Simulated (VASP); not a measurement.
A run of VASP 6.6.1 is set up as follows.

The input INCAR:

```
SYSTEM = BeS
PREC = Accurate
ENCUT = 520
EDIFF = 1E-8
ISMEAR = 0
SIGMA = 0.01
LREAL = .False.
LASPH = .True.
NELM = 100
ALGO = Normal
ISIF = 2
LWAVE = .False.
LCHARG = .False.
METAGGA = R2SCAN
LMIXTAU = .True.
LCALCEPS = .True.
```

File KPOINTS:

```
Automatic mesh
0
Gamma
  8 8 8
  0 0 0
```

Contents of POSCAR:

```
BeS
1.0
    0.0000000000      2.5073354173      2.3758852603
    2.5073354173      0.0000000000      2.3758852603
    2.5073354173      2.5073354173      0.0000000000
Be S
1 1
Direct
    0.0000000000      0.0000000000      0.0000000000
    0.2500000000      0.2500000000      0.2500000000
```

Potentials or basis: VASP PAW PBE potentials, release 64 (Be, S).

Command:

```console
$ cat potpaw_PBE.64/Be/POTCAR potpaw_PBE.64/S/POTCAR > POTCAR
$ mpirun -np 1 vasp_std > vasp.out
```

Problem. What does it give for the electronic dielectric tensor (diagonal)?

Solution. 4.96, 4.96, 4.81.

Problem. Predict the Born charges (mean of the diagonal).

Solution. Be +1.73; S -1.73 e.

Problem. Estimate the band gap on the k mesh.

Solution. 3.25 eV (least direct gap 6.09 eV).

Born effective charge tensors (e):
atom 1, Be
```
1.78 0.00 0.00
0.00 1.78 0.00
0.00 0.00 1.63
```
atom 2, S
```
-1.78  0.00  0.00
 0.00 -1.78  0.00
 0.00  0.00 -1.63
```

Caveat: the cell differs from its parent crystal (epitaxial xy strain +3.0%). A k mesh can miss the band edges.
